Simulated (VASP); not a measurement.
Set up this calculation in VASP 6.6.1, as the native input.

```
Task                   : single point
Functional             : LDA
Potentials or basis    : VASP PAW LDA potentials, release 64 (Sn_d)
Cutoff                 : 520 eV
k mesh                 : 7 × 7 × 7
Occupations            : fermi-dirac, width 0.1 eV
Spin                   : no spin polarisation
Dipole correction      : no
Further INCAR settings : ALGO = Normal; EDIFF = 1e-07; NBANDS = 28
```

The structure of Sn lies in POSCAR:

```
Sn
1.0
   -2.2399030000      2.2399030000      4.8707040000
    2.2399030000     -2.2399030000      4.8707040000
    2.2399030000      2.2399030000     -4.8707040000
Sn
3
Direct
    0.7500000000      0.2500000000      0.5000000000
    0.2500000000      0.7500000000      0.5000000000
    0.5000000000      0.5000000000      0.0000000000
```

The input as run:

INCAR

```
SYSTEM = Sn
ALGO     = Normal         ! electronic algorithm
EDIFF    = 1E-7           ! SCF threshold, eV
ENCUT    = 520            ! plane-wave cutoff, eV
GGA      = CA             ! functional
ISIF     = 2              ! what is computed and relaxed
ISMEAR   = -1             ! smearing method
LASPH    = .TRUE.         ! aspherical terms in the spheres
LCHARG   = .TRUE.         ! write CHGCAR
LELF     = .TRUE.         ! ELF
LREAL    = .FALSE.        ! projectors in reciprocal space
LVHAR    = .TRUE.       
LWAVE    = .FALSE.        ! write WAVECAR
NBANDS   = 28             ! bands
NELM     = 60             ! most SCF steps
PREC     = Accurate       ! precision mode
SIGMA    = 0.1            ! smearing width, eV
```

KPOINTS

```
k-points
0
G
  7 7 7
  0 0 0
```

Potentials or basis: VASP PAW LDA potentials, release 64 (Sn_d).

Launch:

```bash
$ cat potpaw_LDA.64/Sn_d/POTCAR > POTCAR
$ mpirun -np 1 vasp_std > vasp.out
```

Results of the run:

* Pressure: -4.3 GPa
* Band gap on the k mesh: zero (band 21 reaches 7.05 eV, above the bottom of band 22 at 4.48 eV)

Caveat: spin-orbit coupling is left out, which moves the levels of the heavy elements.

Wall time 2.1 min on 1 thread of Intel(R) Xeon(R) Platinum 8259CL CPU @ 2.50GHz (Skylake/Cascade Lake), on a shared host, peak memory 0.29 GiB.
